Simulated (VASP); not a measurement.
# Li2O (lda) (Fm-3m) in VASP: further runs

Li2O (lda) is run at these levels: LDA; tasks: relaxation of cell and atoms.

Everything below comes from runs of VASP 6.6.1. Logs are shortened: lines on timing, memory, paths and dates and some standing lists are left out, and cuts for length are marked.

### 1 The cell of the first run

Symmetry: Fm-3m, No. 225, cubic system. Conventional cell: a = 4.627 Å, b = 4.627 Å, c = 4.627 Å, α = 90.00°, β = 90.00°, γ = 90.00°. Within 2.7 Å of Li (site symmetry -43m) lie 4 O at 2.00 Å and 6 Li at 2.31 Å. Within 2.7 Å of O (site symmetry m-3m) lie 8 Li at 2.00 Å.

### 2 Relaxation of cell and atoms, LDA

INCAR

```
SYSTEM = Li2O
PREC     = Accurate       ! precision mode
ENCUT    = 750            ! plane-wave cutoff, eV
EDIFF    = 1E-7           ! SCF threshold, eV
ISMEAR   = 0              ! smearing method
SIGMA    = 0.02           ! smearing width, eV
LREAL    = .FALSE.        ! projectors in reciprocal space
LASPH    = .TRUE.         ! aspherical terms in the spheres
NELM     = 120            ! most SCF steps
ALGO     = Normal         ! electronic algorithm
ISIF     = 3              ! what is computed and relaxed
LWAVE    = .FALSE.        ! write WAVECAR
LCHARG   = .FALSE.        ! write CHGCAR
GGA      = CA             ! functional
IBRION   = 2              ! ionic algorithm
NSW      = 100            ! ionic steps
EDIFFG   = -0.002         ! ionic threshold
GGA_COMPAT= .FALSE.      
NELMIN   = 4
```

KPOINTS

```
Automatic mesh
0
G
  8 8 8
  0 0 0
```

POSCAR

```
Li2O
1.0
    0.0000000000      2.3135000000      2.3135000000
    2.3135000000      0.0000000000      2.3135000000
    2.3135000000      2.3135000000      0.0000000000
Li O
2 1
Direct
    0.2500000000      0.2500000000      0.2500000000
    0.7500000000      0.7500000000      0.7500000000
    0.0000000000      0.0000000000      0.0000000000
```

Potentials or basis: VASP PAW LDA potentials, release 64 (Li_sv, O).

Started as:

```
$ cat potpaw_LDA.64/Li_sv/POTCAR potpaw_LDA.64/O/POTCAR > POTCAR
$ mpirun -np 1 vasp_std > vasp.out
```

OUTCAR:

```text
SYSTEM = Li2O
   PREC = Accurate
   ENCUT = 750
   EDIFF = 1E-7
   ISMEAR = 0
   LREAL = .FALSE.
   LASPH = .TRUE.
   NELM = 120
   ISIF = 3
   GGA = CA
   IBRION = 2
   NSW = 100
   EDIFFG = -0.002
   NELMIN = 4

 ion  position               nearest neighbor table
   1  0.250  0.250  0.250-   3 2.00   3 2.00   3 2.00   3 2.00   2 2.31   2 2.31   2 2.31   2 2.31
                             2 2.31   2 2.31
   2  0.750  0.750  0.750-   3 2.00   3 2.00   3 2.00   3 2.00   1 2.31   1 2.31   1 2.31   1 2.31
                             1 2.31   1 2.31
   3  0.000  0.000  0.000-   2 2.00   2 2.00   2 2.00   1 2.00   2 2.00   1 2.00   1 2.00   1 2.00

  LATTYP: Found a face centered cubic cell.
 ALAT       =     4.6270000000

  Lattice vectors:

 A1 = (   0.0000000000,   2.3135000000,   2.3135000000)
 A2 = (   2.3135000000,   0.0000000000,   2.3135000000)
 A3 = (   2.3135000000,   2.3135000000,   0.0000000000)

Analysis of symmetry for initial positions (statically):
=====================================================================
 Subroutine PRICEL returns:
 Original cell was already a primitive cell.

 Routine SETGRP: Setting up the symmetry group for a
 face centered cubic supercell.

 Subroutine GETGRP returns: Found 48 space group operations
 (whereof 48 operations were pure point group operations)
 out of a pool of 48 trial point group operations.

The static configuration has the point symmetry O_h .

Analysis of symmetry for dynamics (positions and initial velocities):
=====================================================================
 Subroutine PRICEL returns:
 Original cell was already a primitive cell.

 Routine SETGRP: Setting up the symmetry group for a
 face centered cubic supercell.

 Subroutine GETGRP returns: Found 48 space group operations
 (whereof 48 operations were pure point group operations)
 out of a pool of 48 trial point group operations.

The dynamic configuration has the point symmetry O_h .

 Subroutine INISYM returns: Found 48 space group operations
 (whereof 48 operations are pure point group operations),
 and found     1 'primitive' translations

----------------------------------------------------------------------------------------

                                     Primitive cell

  volume of cell :      24.7650

  direct lattice vectors                    reciprocal lattice vectors
     0.000000000  2.313500000  2.313500000    -0.216122758  0.216122758  0.216122758
     2.313500000  0.000000000  2.313500000     0.216122758 -0.216122758  0.216122758
     2.313500000  2.313500000  0.000000000     0.216122758  0.216122758 -0.216122758

  length of vectors
     3.271783077  3.271783077  3.271783077     0.374335597  0.374335597  0.374335597

  position of ions in fractional coordinates (direct lattice)
     0.250000000  0.250000000  0.250000000
     0.750000000  0.750000000  0.750000000
     0.000000000  0.000000000  0.000000000

  ion indices of the primitive-cell ions
   primitive index   ion index
                 1           1
                 2           2
                 3           3

----------------------------------------------------------------------------------------

 KPOINTS: Automatic mesh

Automatic generation of k-mesh.
 Grid dimensions read from file:
 generate k-points for:    8    8    8

 Generating k-lattice:

  Cartesian coordinates                     Fractional coordinates (reciprocal lattice)
    -0.027015345  0.027015345  0.027015345     0.125000000  0.000000000  0.000000000
     0.027015345 -0.027015345  0.027015345     0.000000000  0.125000000  0.000000000
     0.027015345  0.027015345 -0.027015345     0.000000000  0.000000000  0.125000000

  Length of vectors
     0.046791950  0.046791950  0.046791950

  Shift w.r.t. Gamma in fractional coordinates (k-lattice)
     0.000000000  0.000000000  0.000000000

 Subroutine IBZKPT returns following result:
 ===========================================

 Found     29 irreducible k-points:

 Following reciprocal coordinates:
            Coordinates               Weight
  0.000000  0.000000  0.000000      1.000000
  0.125000  0.000000  0.000000      8.000000
  0.250000  0.000000  0.000000      8.000000
  0.375000  0.000000  0.000000      8.000000
  0.500000  0.000000  0.000000      4.000000
  0.125000  0.125000  0.000000      6.000000
[... 16 lines left out ...]
  0.500000  0.250000  0.125000     48.000000
 -0.375000  0.250000  0.125000     24.000000
 [... further k-points ...]
   k-points           NKPTS =     29   k-points in BZ     NKDIM =     29   number of bands    NBANDS=     10
   number of dos      NEDOS =    301   number of ions     NIONS =      3
   total plane-waves  NPLWV =  27000
   dimension x,y,z NGX =    30 NGY =   30 NGZ =   30
   dimension x,y,z NGXF=    60 NGYF=   60 NGZF=   60
   ions per type =               2   1
   NGX,Y,Z   is equivalent  to a cutoff of  15.24, 15.24, 15.24 a.u.
   NGXF,Y,Z  is equivalent  to a cutoff of  30.49, 30.49, 30.49 a.u.
 SYSTEM =  Li2O
   PREC   = accura    normal or accurate (medium, high low for compatibility)
   ISTART =      0    job   : 0-new  1-cont  2-samecut
   ICHARG =      2    charge: 1-file 2-atom 10-const
   ISPIN  =      1    spin polarized calculation?
   LNONCOLLINEAR =      F non collinear calculations
   LSORBIT =      F    spin-orbit coupling
   LASPH  =      T    aspherical Exc in radial PAW
   ENCUT  =  750.0 eV  55.12 Ry    7.42 a.u.   7.31  7.31  7.31*2*pi/ulx,y,z
   NELM   =    120;   NELMIN=  4; NELMDL= -5     # of ELM steps
   EDIFF  = 0.1E-06   stopping-criterion for ELM
   LREAL  =      F    real-space projection
   EDIFFG = -.2E-02   stopping-criterion for IOM
   NSW    =    100    number of steps for IOM
   IBRION =      2    ionic relax: 0-MD 1-quasi-New 2-CG
   NFREE  =      1    steps in history (QN), initial steepest desc. (CG)
   ISIF   =      3    stress and relaxation
   ISYM   =      2    0-nonsym 1-usesym 2-fastsym
   POTIM  = 0.5000    time-step for ionic-motion
   TEBEG  =    0.0;   TEEND  =   0.0 temperature during run
   PSTRESS=    0.0 pullay stress
   NELECT =      12.0000    total number of electrons
   NUPDOWN=      -1.0000    fix difference up-down
   EMIN   =  10.00;   EMAX   =-10.00  energy-range for DOS
   EFERMI =   0.00;   METHOD = LEGACY
   ISMEAR =     0;   SIGMA  =   0.02  broadening in eV -4-tet -1-fermi 0-gaus
   EFERMI_NEDOS =   21; number of points for ismear=-14 and -15
   IALGO  =     38    algorithm
   IMIX   =      4    mixing-type and parameters
     AMIX     =   0.40;   BMIX     =  1.00
     AMIX_MAG =   1.60;   BMIX_MAG =  1.00
  volume/ion in A,a.u.               =       8.26        55.71
  Fermi-wavevector in a.u.,A,eV,Ry     =   1.285846  2.429897 22.495884  1.653401
  Thomas-Fermi vector in A             =   2.417956
   LORBIT       =      0    0 simple, 1 ext, 2 COOP (PROOUT), +10 PAW based schemes
   GGA     = CA    functional components
   LHFCALC =     F    Hartree Fock is set to
   AEXX    =    0.0000 exact exchange contribution
   IVDW    =     0    specifies the selected vdW correction
   LEPSILON=     F    determine dielectric tensor
   LRPA    =     F    only Hartree local field effects (RPA)
 conjugate gradient relaxation of ions
 non-spin polarized calculation
 Gauss-broadening in eV      SIGMA  =   0.02
  energy-cutoff  :      750.00
  volume of cell :       24.77
 maximum number of plane-waves:      1174
 NGX is ok and might be reduce to    30
   NGX = 15   NGY = 15   NGZ = 15

--------------------------------------- Ionic step        1  -------------------------------------------

 number of electron      11.9999999 magnetization

 Free energy of the ion-electron system (eV)
  ---------------------------------------------------
  ext. energy  EPLUGINS =         0.00000000
  ---------------------------------------------------
  free energy    TOTEN  =       -15.71285955 eV

  energy without entropy =      -15.71285955  energy(sigma->0) =      -15.71285955

------------------------ aborting loop because EDIFF is reached ----------------------------------------

  FORCE on cell =-STRESS in cart. coord.  units (eV):
  Direction    XX          YY          ZZ          XY          YZ          ZX
  --------------------------------------------------------------------------------------
  -------------------------------------------------------------------------------------
  Total       -1.1260125     -1.1260125     -1.1260125      0.0000000      0.0000000      0.0000000
  in kB      -72.8476067    -72.8476067    -72.8476067      0.0000000      0.0000000      0.0000000
  external PRESSURE =     -72.8476067 kB  Pullay stress =       0.0000000 kB

 VOLUME and BASIS-vectors are now :
 -----------------------------------------------------------------------------
  energy-cutoff  :      750.00
  volume of cell :       24.77
      direct lattice vectors                 reciprocal lattice vectors
     0.000000000  2.313500000  2.313500000    -0.216122758  0.216122758  0.216122758
     2.313500000  0.000000000  2.313500000     0.216122758 -0.216122758  0.216122758
     2.313500000  2.313500000  0.000000000     0.216122758  0.216122758 -0.216122758
[... 75 lines left out ...]
 POSITION                                       TOTAL-FORCE (eV/Angst)
 -----------------------------------------------------------------------------------
      1.12362      1.12362      1.12362         0.000000      0.000000      0.000000
      3.37087      3.37087      3.37087        -0.000000      0.000000     -0.000000
      0.00000      0.00000      0.00000         0.000000     -0.000000     -0.000000
 -----------------------------------------------------------------------------------
    total drift:                                0.000000     -0.000000      0.000000

  FREE ENERGIE OF THE ION-ELECTRON SYSTEM (eV)
  ---------------------------------------------------
  free  energy   TOTEN  =       -15.7646650693 eV

  energy  without entropy=      -15.7646650693  energy(sigma->0) =      -15.76466507

--------------------------------------- Ionic step        4  -------------------------------------------

 number of electron      12.0000002 magnetization

 Free energy of the ion-electron system (eV)
  ---------------------------------------------------
  ext. energy  EPLUGINS =         0.00000000
  ---------------------------------------------------
  free energy    TOTEN  =       -15.76470303 eV

  energy without entropy =      -15.76470303  energy(sigma->0) =      -15.76470303

 E-fermi :   1.8723     XC(G=0): -10.6126

 val. band max:        1.6199495448   @ k =   0.0000   0.0000   0.0000
 cond. band min:       6.5719567974   @ k =   0.5000   0.5000   0.0000
 fundamental gap:      4.9520072526
 Fermi energy:         1.8723117180

 k-point     1 :       0.0000    0.0000    0.0000
  band No.  band energies     occupation
      1     -40.1287      2.00000
      2     -39.6480      2.00000
      3     -13.6172      2.00000
      4       1.6199      2.00000
      5       1.6199      2.00000
      6       1.6199      2.00000
      7       7.5164      0.00000
      8      13.6808      0.00000
      9      13.6808      0.00000
     10      13.6808      0.00000

 k-point     2 :       0.1250    0.0000    0.0000
  band No.  band energies     occupation
      1     -40.1071      2.00000
      2     -39.6633      2.00000
      3     -13.5881      2.00000
      4       1.0708      2.00000
      5       1.5363      2.00000
      6       1.5363      2.00000
      7       7.9070      0.00000
      8      13.7834      0.00000
      9      13.9217      0.00000
     10      13.9217      0.00000
[... 274 lines left out ...]
 k-point    24 :      -0.3750    0.2500    0.1250
  band No.  band energies     occupation
      1     -39.8629      2.00000
      2     -39.8619      2.00000
      3     -13.3660      2.00000
      4      -1.0833      2.00000
      5       0.5174      2.00000
      6       0.6990      2.00000
      7       9.8000      0.00000
      8      12.4441      0.00000
      9      15.1107      0.00000
     10      15.6147      0.00000

 [... further k-points ...]
[... 5 lines left out ...]
  --------------------------------------------------------------------------------------
  -------------------------------------------------------------------------------------
  Total        0.0009602      0.0009602      0.0009602      0.0000000      0.0000000     -0.0000000
  in kB        0.0679446      0.0679446      0.0679446      0.0000000      0.0000000     -0.0000000
  external PRESSURE =       0.0679446 kB  Pullay stress =       0.0000000 kB

 VOLUME and BASIS-vectors are now :
 -----------------------------------------------------------------------------
  energy-cutoff  :      750.00
  volume of cell :       22.64
      direct lattice vectors                 reciprocal lattice vectors
    -0.000000000  2.245422859  2.245422859    -0.222675207  0.222675207  0.222675207
     2.245422859  0.000000000  2.245422859     0.222675207 -0.222675207  0.222675207
     2.245422859  2.245422859  0.000000000     0.222675207  0.222675207 -0.222675207

 POSITION                                       TOTAL-FORCE (eV/Angst)
 -----------------------------------------------------------------------------------
      1.12271      1.12271      1.12271        -0.000000     -0.000000     -0.000000
      3.36813      3.36813      3.36813         0.000000      0.000000     -0.000000
      0.00000      0.00000      0.00000         0.000000     -0.000000      0.000000
 -----------------------------------------------------------------------------------
    total drift:                                0.000000     -0.000000      0.000000

  FREE ENERGIE OF THE ION-ELECTRON SYSTEM (eV)
  ---------------------------------------------------
  free  energy   TOTEN  =       -15.7647030304 eV

  energy  without entropy=      -15.7647030304  energy(sigma->0) =      -15.76470303

 reached required accuracy - stopping structural energy minimisation
```

Wall time 37 s (1 thread of Intel Xeon 6975P-C, shared host); peak memory 0.14 GiB.

What came out:

| Quantity | Value |
| --- | --- |
| Free energy | -15.7647 eV |
| Relaxed volume | 7.55 Å³/atom |
| Relaxed cell | a = 3.176 Å, b = 3.176 Å, c = 3.176 Å, α = 60.00°, β = 60.00°, γ = 60.00° |
| Space group after relaxing (to 0.05 Å) | Fm-3m (No. 225) |
| Energy gained by relaxing | 17.3 meV/atom |
| Ionic steps | 4 |
| Pressure after relaxing | 0.0 GPa |
| Band gap on the k mesh | 4.95 eV, indirect (least direct gap 5.90 eV) |

Step by step:
```tsv
step	energy change (eV)	largest force (eV/Å)	pressure (GPa)	volume (Å³)
1	0.0000	0.0000	-7.28	24.77
2	-0.0438	0.0000	-3.14	23.44
3	-0.0518	0.0000	-0.23	22.70
4	-0.0518	0.0000	0.01	22.64
```

Final structure:
```
Li O
1.0
     0.00000    2.24542    2.24542
     2.24542    0.00000    2.24542
     2.24542    2.24542    0.00000
Li O
2 1
Direct
  0.25000 0.25000 0.25000
  0.75000 0.75000 0.75000
  0.00000 0.00000 0.00000
```

(Part 1 of 2 ends here.)
